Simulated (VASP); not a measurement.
# Sr (P3_121) in VASP: single point with PBE

Aim: the single point of Sr with PBE.

All numbers are computed with VASP 6.6.1; they aren't measurements. Logs are shortened: lines on timing, memory, paths and dates and some standing lists are left out, and cuts for length are marked.

## (1) The cell of the first run

It takes space group P3_121 (No. 152, trigonal). Conventional cell: a = 5.625 Å, b = 5.625 Å, c = 6.381 Å, α = 90.00°, β = 90.00°, γ = 120.00°. Within 4.0 Å of Sr (site symmetry 2) lie 2 Sr at 3.06 Å.

## (2) Single point, PBE

INCAR reads:

```
  PREC = Accurate
  ENCUT = 520
  EDIFF = 1E-6
  ISMEAR = 0
  SIGMA = 0.1
  LREAL = False
  LASPH = True
  NELM = 80
  ALGO = Normal
  ISIF = 2
  LWAVE = False
  LCHARG = False
  GGA = PE
  NBANDS = 22
```

KPOINTS reads:

```
regular mesh
0
Gamma
  6 6 4
```

POSCAR reads:

```
Sr
1.0
    5.6246462753      0.0000000000      0.0000000000
   -2.8123231377      4.8710865618      0.0000000000
    0.0000000000      0.0000000000      6.3813494836
Sr
3
Direct
    0.2254000000      0.0000000000      0.3333333333
    0.0000000000      0.2254000000      0.6666666667
    0.7746000000      0.7746000000      0.0000000000
```

Potentials or basis: VASP PAW PBE potentials, release 64 (Sr_sv).

Command:

```bash
$ cat potpaw_PBE.64/Sr_sv/POTCAR > POTCAR
$ mpirun -np 1 vasp_std > vasp.out
```

OUTCAR:

```text
PREC = Accurate
   ENCUT = 520
   EDIFF = 1E-6
   ISMEAR = 0
   LREAL = False
   LASPH = True
   NELM = 80
   ISIF = 2
   GGA = PE

 ion  position               nearest neighbor table
   1  0.225  0.000  0.333-   3 3.06   2 3.06   3 4.43   3 4.43   2 4.43   2 4.43   2 4.79   3 4.79

   2  0.000  0.225  0.667-   3 3.06   1 3.06   3 4.43   3 4.43   1 4.43   1 4.43   1 4.79   3 4.79

   3  0.775  0.775  0.000-   1 3.06   2 3.06   2 4.43   1 4.43   2 4.43   1 4.43   1 4.79   2 4.79

  LATTYP: Found a hexagonal cell.
 ALAT       =     5.6246462753
 C/A-ratio  =     1.1345334749

  Lattice vectors:

 A1 = (   5.6246462753,   0.0000000000,   0.0000000000)
 A2 = (  -2.8123231377,   4.8710865618,   0.0000000000)
 A3 = (   0.0000000000,   0.0000000000,   6.3813494836)

Analysis of symmetry for initial positions (statically):
=====================================================================
 Subroutine PRICEL returns:
 Original cell was already a primitive cell.

 Routine SETGRP: Setting up the symmetry group for a
 hexagonal supercell.

 Subroutine GETGRP returns: Found  6 space group operations
 (whereof  2 operations were pure point group operations)
 out of a pool of 24 trial point group operations.

The static configuration has the point symmetry C_2 .
 The point group associated with its full space group is D_3 .

Analysis of symmetry for dynamics (positions and initial velocities):
=====================================================================
 Subroutine PRICEL returns:
 Original cell was already a primitive cell.

 Routine SETGRP: Setting up the symmetry group for a
 hexagonal supercell.

 Subroutine GETGRP returns: Found  6 space group operations
 (whereof  2 operations were pure point group operations)
 out of a pool of 24 trial point group operations.

The dynamic configuration has the point symmetry C_2 .
 The point group associated with its full space group is D_3 .

 Subroutine INISYM returns: Found  6 space group operations
 (whereof  2 operations are pure point group operations),
 and found     1 'primitive' translations

----------------------------------------------------------------------------------------

                                     Primitive cell

  volume of cell :     174.8371

  direct lattice vectors                    reciprocal lattice vectors
     5.624646275  0.000000000  0.000000000     0.177788958  0.102646503  0.000000000
    -2.812323138  4.871086562  0.000000000     0.000000000  0.205293005  0.000000000
     0.000000000  0.000000000  6.381349484     0.000000000  0.000000000  0.156706666

  length of vectors
     5.624646275  5.624646275  6.381349484     0.205293005  0.205293005  0.156706666

  position of ions in fractional coordinates (direct lattice)
     0.225400000  0.000000000  0.333333333
     0.000000000  0.225400000  0.666666667
     0.774600000  0.774600000  0.000000000

  ion indices of the primitive-cell ions
   primitive index   ion index
                 1           1
                 2           2
                 3           3

----------------------------------------------------------------------------------------

 KPOINTS: regular mesh

Automatic generation of k-mesh.
 Grid dimensions read from file:
 generate k-points for:    6    6    4

 Generating k-lattice:

  Cartesian coordinates                     Fractional coordinates (reciprocal lattice)
     0.029631493  0.017107750  0.000000000     0.166666667  0.000000000  0.000000000
     0.000000000  0.034215501  0.000000000     0.000000000  0.166666667  0.000000000
     0.000000000  0.000000000  0.039176666     0.000000000  0.000000000  0.250000000

  Length of vectors
     0.034215501  0.034215501  0.039176666

  Shift w.r.t. Gamma in fractional coordinates (k-lattice)
     0.000000000  0.000000000  0.000000000

 Subroutine IBZKPT returns following result:
 ===========================================

 Found     24 irreducible k-points:

 Following reciprocal coordinates:
            Coordinates               Weight
  0.000000  0.000000  0.000000      1.000000
  0.166667  0.000000  0.000000      6.000000
  0.333333  0.000000  0.000000      6.000000
  0.500000  0.000000  0.000000      3.000000
  0.166667  0.166667  0.000000      6.000000
  0.333333  0.166667  0.000000     12.000000
[... 16 lines left out ...]
  0.333333  0.166667  0.500000     12.000000
  0.333333  0.333333  0.500000      2.000000
   k-points           NKPTS =     24   k-points in BZ     NKDIM =     24   number of bands    NBANDS=     22
   number of dos      NEDOS =    301   number of ions     NIONS =      3
   total plane-waves  NPLWV =  84672
   dimension x,y,z NGX =    42 NGY =   42 NGZ =   48
   dimension x,y,z NGXF=    84 NGYF=   84 NGZF=   96
   ions per type =               3
   NGX,Y,Z   is equivalent  to a cutoff of  12.41, 12.41, 12.50 a.u.
   NGXF,Y,Z  is equivalent  to a cutoff of  24.83, 24.83, 25.01 a.u.
 SYSTEM =  unknown system
   PREC   = accura    normal or accurate (medium, high low for compatibility)
   ISTART =      0    job   : 0-new  1-cont  2-samecut
   ICHARG =      2    charge: 1-file 2-atom 10-const
   ISPIN  =      1    spin polarized calculation?
   LNONCOLLINEAR =      F non collinear calculations
   LSORBIT =      F    spin-orbit coupling
   LASPH  =      T    aspherical Exc in radial PAW
   ENCUT  =  520.0 eV  38.22 Ry    6.18 a.u.  10.46 10.46 11.87*2*pi/ulx,y,z
   NELM   =     80;   NELMIN=  2; NELMDL= -5     # of ELM steps
   EDIFF  = 0.1E-05   stopping-criterion for ELM
   LREAL  =      F    real-space projection
   EDIFFG = 0.1E-04   stopping-criterion for IOM
   NSW    =      0    number of steps for IOM
   IBRION =     -1    ionic relax: 0-MD 1-quasi-New 2-CG
   NFREE  =      0    steps in history (QN), initial steepest desc. (CG)
   ISIF   =      2    stress and relaxation
   ISYM   =      2    0-nonsym 1-usesym 2-fastsym
   POTIM  = 0.5000    time-step for ionic-motion
   TEBEG  =    0.0;   TEEND  =   0.0 temperature during run
   PSTRESS=    0.0 pullay stress
   NELECT =      30.0000    total number of electrons
   NUPDOWN=      -1.0000    fix difference up-down
   EMIN   =  10.00;   EMAX   =-10.00  energy-range for DOS
   EFERMI =   0.00;   METHOD = LEGACY
   ISMEAR =     0;   SIGMA  =   0.10  broadening in eV -4-tet -1-fermi 0-gaus
   EFERMI_NEDOS =   21; number of points for ismear=-14 and -15
   IALGO  =     38    algorithm
   IMIX   =      4    mixing-type and parameters
     AMIX     =   0.40;   BMIX     =  1.00
     AMIX_MAG =   1.60;   BMIX_MAG =  1.00
  volume/ion in A,a.u.               =      58.28       393.29
  Fermi-wavevector in a.u.,A,eV,Ry     =   0.909712  1.719107 11.259861  0.827576
  Thomas-Fermi vector in A             =   2.033789
   LORBIT       =      0    0 simple, 1 ext, 2 COOP (PROOUT), +10 PAW based schemes
   GGA     = PE    functional components
   LHFCALC =     F    Hartree Fock is set to
   AEXX    =    0.0000 exact exchange contribution
   IVDW    =     0    specifies the selected vdW correction
   LEPSILON=     F    determine dielectric tensor
   LRPA    =     F    only Hartree local field effects (RPA)
 non-spin polarized calculation
 Gauss-broadening in eV      SIGMA  =   0.10
  energy-cutoff  :      520.00
  volume of cell :      174.84
 maximum number of plane-waves:      4752
 NGX is ok and might be reduce to    42
   NGX = 21   NGY = 21   NGZ = 23

 number of electron      30.0000000 magnetization

 Free energy of the ion-electron system (eV)
  ---------------------------------------------------
  ext. energy  EPLUGINS =         0.00000000
  ---------------------------------------------------
  free energy    TOTEN  =        -1.71433942 eV

  energy without entropy =       -1.69325989  energy(sigma->0) =       -1.70379966

 E-fermi :   1.0722     XC(G=0):  -7.0877

 val. band max:        1.0715394164   @ k =   0.3333   0.3333   0.5000
 cond. band min:       1.0937367928   @ k =  -0.1667   0.5000   0.2500
 fundamental gap:      0.0221973765
 Fermi energy:         1.0721924605

 k-point     1 :       0.0000    0.0000    0.0000
  band No.  band energies     occupation
      1     -36.0068      2.00000
      2     -35.8239      2.00000
      3     -35.8239      2.00000
      4     -18.4817      2.00000
      5     -18.4817      2.00000
      6     -18.2485      2.00000
[... 14 lines left out ...]
     21       2.6304      0.00000
     22       3.6124      0.00000

 k-point     2 :       0.1667    0.0000    0.0000
  band No.  band energies     occupation
      1     -36.0060      2.00000
      2     -35.8245      2.00000
      3     -35.8241      2.00000
      4     -18.4843      2.00000
      5     -18.4834      2.00000
      6     -18.2470      2.00000
[... 14 lines left out ...]
     21       2.8124      0.00000
     22       3.3809      0.00000

 k-point     3 :       0.3333    0.0000    0.0000
  band No.  band energies     occupation
      1     -36.0043      2.00000
      2     -35.8258      2.00000
      3     -35.8245      2.00000
      4     -18.4893      2.00000
      5     -18.4868      2.00000
      6     -18.2433      2.00000
[... 14 lines left out ...]
     21       3.0966      0.00000
     22       3.1408      0.00000

 k-point     4 :       0.5000    0.0000    0.0000
  band No.  band energies     occupation
      1     -36.0034      2.00000
      2     -35.8264      2.00000
      3     -35.8246      2.00000
      4     -18.4916      2.00000
      5     -18.4884      2.00000
      6     -18.2410      2.00000
[... 14 lines left out ...]
     21       3.0251      0.00000
     22       3.0683      0.00000

 k-point     5 :       0.1667    0.1667    0.0000
  band No.  band energies     occupation
      1     -36.0047      2.00000
      2     -35.8253      2.00000
      3     -35.8245      2.00000
      4     -18.4880      2.00000
      5     -18.4860      2.00000
      6     -18.2442      2.00000
[... 417 lines left out ...]
 k-point    22 :       0.1667    0.1667    0.5000
  band No.  band energies     occupation
      1     -35.9454      2.00000
      2     -35.9446      2.00000
      3     -35.7645      2.00000
      4     -18.5667      2.00000
      5     -18.3419      2.00000
      6     -18.3414      2.00000
[... 14 lines left out ...]
     21       2.7469      0.00000
     22       3.2521      0.00000

 k-point    23 :       0.3333    0.1667    0.5000
  band No.  band energies     occupation
      1     -35.9449      2.00000
      2     -35.9438      2.00000
      3     -35.7658      2.00000
      4     -18.5705      2.00000
      5     -18.3470      2.00000
      6     -18.3458      2.00000
[... 14 lines left out ...]
     21       2.8883      0.00000
     22       3.2524      0.00000

 k-point    24 :       0.3333    0.3333    0.5000
  band No.  band energies     occupation
      1     -35.9441      2.00000
      2     -35.9441      2.00000
      3     -35.7662      2.00000
      4     -18.5717      2.00000
      5     -18.3483      2.00000
      6     -18.3483      2.00000
[... 14 lines left out ...]
     21       2.7828      0.00000
     22       2.9388      0.00000

------------------------ aborting loop because EDIFF is reached ----------------------------------------

  FORCE on cell =-STRESS in cart. coord.  units (eV):
  Direction    XX          YY          ZZ          XY          YZ          ZX
  --------------------------------------------------------------------------------------
  -------------------------------------------------------------------------------------
  Total       -0.0347619     -0.0347619      3.5801119      0.0000000      0.0000000     -0.0000000
  in kB       -0.3185522     -0.3185522     32.8075342      0.0000000      0.0000000     -0.0000000
  external PRESSURE =      10.7234766 kB  Pullay stress =       0.0000000 kB

 VOLUME and BASIS-vectors are now :
 -----------------------------------------------------------------------------
  energy-cutoff  :      520.00
  volume of cell :      174.84
      direct lattice vectors                 reciprocal lattice vectors
     5.624646275  0.000000000  0.000000000     0.177788958  0.102646503  0.000000000
    -2.812323138  4.871086562  0.000000000     0.000000000  0.205293005  0.000000000
     0.000000000  0.000000000  6.381349484     0.000000000  0.000000000  0.156706666

 POSITION                                       TOTAL-FORCE (eV/Angst)
 -----------------------------------------------------------------------------------
      1.26780      0.00000      2.12712         2.436783      0.000000      0.000000
     -0.63390      1.09794      4.25423        -1.218391      2.110316     -0.000000
      2.17843      3.77314      0.00000        -1.218391     -2.110316     -0.000000
 -----------------------------------------------------------------------------------
    total drift:                                0.000000     -0.000000     -0.000000

  FREE ENERGIE OF THE ION-ELECTRON SYSTEM (eV)
  ---------------------------------------------------
  free  energy   TOTEN  =        -1.7143394212 eV

  energy  without entropy=       -1.6932598931  energy(sigma->0) =       -1.70379966
```

Run time: 56 s. Hardware: 1 thread of Intel Xeon 6975P-C (Granite Rapids), shared host; peak memory 0.3 GiB.

What came out:

```
Free energy            : -1.7143 eV
Pressure               : 1.1 GPa
Largest force          : 2.437 eV/Å
Band gap on the k mesh : zero (band 15 reaches 1.25 eV, above the bottom of band 16 at 0.88 eV)
```

Forces in eV/Å, atoms in the order of the input:
```
Sr   2.437  0.000  0.000
Sr  -1.218  2.110  0.000
Sr  -1.218 -2.110  0.000
```

Stress tensor (GPa, compression positive):
```
-0.03  0.00  0.00
 0.00 -0.03  0.00
 0.00  0.00  3.28
```

Levels at points of the mesh, in eV from the Fermi level:
| k point | band 12 | band 13 | band 14 | band 15 | band 16 | band 17 | band 18 | band 19 |
| --- | --- | --- | --- | --- | --- | --- | --- | --- |
| (0.00, 0.00, 0.00) | -18.54 | -3.09 | -0.21 | -0.21 | 0.65 | 0.78 | 0.78 | 1.37 |
| (0.50, 0.00, 0.00) | -18.53 | -1.53 | -1.05 | -0.42 | 0.81 | 0.91 | 1.01 | 1.21 |
| (0.00, 0.00, 0.50) | -18.57 | -1.95 | -1.95 | 0.11 | 0.50 | 0.50 | 1.10 | 1.10 |
| (0.50, 0.00, 0.50) | -18.55 | -0.88 | -0.64 | -0.49 | -0.09 | 0.55 | 0.70 | 1.25 |

Caveat: forces of over 1 eV/Å act on the atoms, so gaps and moduli don't describe the material at rest.
